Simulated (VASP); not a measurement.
Wanted: the native input for a VASP 6.6.1 run.

```
Task                   : single point
Functional             : PBEsol
Potentials or basis    : VASP PAW PBE potentials, release 64 (K_sv)
Cutoff                 : 500 eV
k mesh                 : 6 × 6 × 6
Occupations            : fermi-dirac, width 0.05 eV
Spin                   : no spin polarisation
Dipole correction      : no
Further INCAR settings : ALGO = Normal; EDIFF = 1e-06; NBANDS = 10
```

The structure of K lies in POSCAR:

```
K
1.0
   -2.5949659146      2.5949659146      2.5949659146
    2.5949659146     -2.5949659146      2.5949659146
    2.5949659146      2.5949659146     -2.5949659146
K
1
Direct
    0.0000000000      0.0000000000      0.0000000000
```

One way to write it, as run:

INCAR

```
SYSTEM = K
ALGO     = Normal         ! electronic algorithm
EDIFF    = 1E-6           ! SCF threshold, eV
ENCUT    = 500            ! plane-wave cutoff, eV
GGA      = PS             ! functional
GGA_COMPAT= .FALSE.      
ISIF     = 2              ! what is computed and relaxed
ISMEAR   = -1             ! smearing method
LASPH    = .TRUE.         ! aspherical terms in the spheres
LCHARG   = .TRUE.         ! write CHGCAR
LELF     = .TRUE.         ! ELF
LREAL    = .FALSE.        ! projectors in reciprocal space
LVHAR    = .TRUE.       
LWAVE    = .FALSE.        ! write WAVECAR
NBANDS   = 10             ! bands
NELM     = 120            ! most SCF steps
PREC     = Accurate       ! precision mode
SIGMA    = 0.05           ! smearing width, eV
```

KPOINTS

```
k-points
0
G
  6 6 6
  0 0 0
```

Potentials or basis: VASP PAW PBE potentials, release 64 (K_sv).

The run is started by

```bash
$ cat potpaw_PBE.64/K_sv/POTCAR > POTCAR
$ mpirun -np 1 vasp_std > vasp.out
```

It gave:

```yaml
Pressure: 0.1 GPa
```

Caveat: the PAW data sets were made with another functional, which shifts forces and pressure a little.

It took 22 s on 1 thread of Intel Xeon 8259CL, with other jobs on the host, peak memory 0.2 GiB.
